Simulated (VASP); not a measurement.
MnAs: single point with LDA

Crystal: MnAs.

```
Mn As
1.0
     3.71000    0.00000    0.00000
    -1.85500    3.21295    0.00000
     0.00000    0.00000    5.69100
Mn As
2 2
Direct
  0.00000 0.00000 0.00000
  0.00000 0.00000 0.50000
  0.33333 0.66667 0.25000
  0.66667 0.33333 0.75000
```

```json
{
 "Program": "VASP 6.6.1",
 "Task": "single point",
 "Functional": "LDA",
 "Potentials or basis": "VASP PAW LDA potentials, release 64 (Mn_pv, As)",
 "Cutoff": "520 eV",
 "k mesh": "7 × 7 × 4",
 "Occupations": "methfessel-paxton, width 0.15 eV",
 "Spin": "collinear spin, ferromagnetic start",
 "Starting moments": "[4.0, 4.0, 0.0, 0.0] μB",
 "Dipole correction": "no",
 "Further INCAR settings": "ALGO = Normal; EDIFF = 1e-07; NBANDS = 30"
}
```

* Pressure: -15.3 GPa
* Net moment: 5.65 μB per cell
* Site moments: Mn +2.87; As -0.11 μB
* Valence electrons inside the program's atomic spheres: Mn 11.62; As 2.77

Stress tensor (GPa, compression positive):
```
-14.48   0.00   0.00
  0.00 -14.48   0.00
  0.00   0.00 -16.90
```

Levels at points of the mesh, in eV from the Fermi level:
Spin up:
```tsv
k point	band 19	band 20	band 21	band 22	band 23	band 24
(0.00, 0.00, 0.00)	-0.07	0.62	0.62	1.51	3.02	3.02
(0.00, 0.00, 0.50)	-0.80	-0.80	2.17	2.17	2.17	2.17
```
Spin down:
```tsv
k point	band 11	band 12	band 13	band 14	band 15	band 16	band 17	band 18	band 19	band 20
(0.00, 0.00, 0.00)	-2.78	-1.17	-0.32	-0.32	-0.10	-0.10	0.67	0.67	1.04	1.04
(0.00, 0.00, 0.50)	-1.95	-1.95	-1.95	-1.95	0.20	0.20	0.20	0.20	0.71	0.71
```

Run time: 120 s on 1 thread of Intel(R) Xeon(R) Platinum 8259CL CPU @ 2.50GHz (Skylake/Cascade Lake) (shared host), peak memory 0.2 GiB.

Caveat: only a ferromagnetic start was run, and an antiferromagnetic order may lie lower in energy.
